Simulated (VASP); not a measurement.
Crystal: InBSe2.

```
In B Se
1.0
     3.73187    0.00000    0.00000
     0.00000    3.73187    0.00000
     0.00000    0.00000    5.27766
In B Se
1 1 2
Direct
  0.00000 0.00000 0.00000
  0.50000 0.50000 0.50000
  0.00000 0.00000 0.50000
  0.50000 0.50000 0.00000
```

- Program: VASP 6.6.1
- Task: relaxation of cell and atoms
- Functional: PBE
- Potentials or basis: VASP PAW PBE potentials, release 64 (In_d, B, Se)
- Cutoff: 600 eV
- k mesh: 6 × 6 × 4
- Occupations: gaussian, width 0.1 eV
- Spin: no spin polarisation

At the start: pressure 9.0 GPa; volume 18.38 Å³/atom.

**Question.** Where does the relaxation end?

**Answer.** Over 6 steps the energy falls by 53.0 meV/atom and the volume is 20.51 Å³/atom (+11.6 %); space group P4/mmm (No. 123, to 0.05 Å).

The path:
```csv
step,energy change (eV),largest force (eV/Å),pressure (GPa),volume (Å³)
1,0.0000,0.0000,8.99,73.50
2,-0.1901,0.0000,-2.14,85.03
3,-0.2114,0.0000,0.03,81.86
4,-0.2114,0.0000,-0.10,82.03
5,-0.2119,0.0000,-0.09,82.03
6,-0.2122,0.0000,-0.07,82.03
```

Final structure:
```
In B Se
1.0
     3.88434    0.00000    0.00000
     0.00000    3.88434    0.00000
     0.00000    0.00000    5.43663
In B Se
1 1 2
Direct
  0.00000 0.00000 0.00000
  0.50000 0.50000 0.50000
  0.00000 0.00000 0.50000
  0.50000 0.50000 0.00000
```
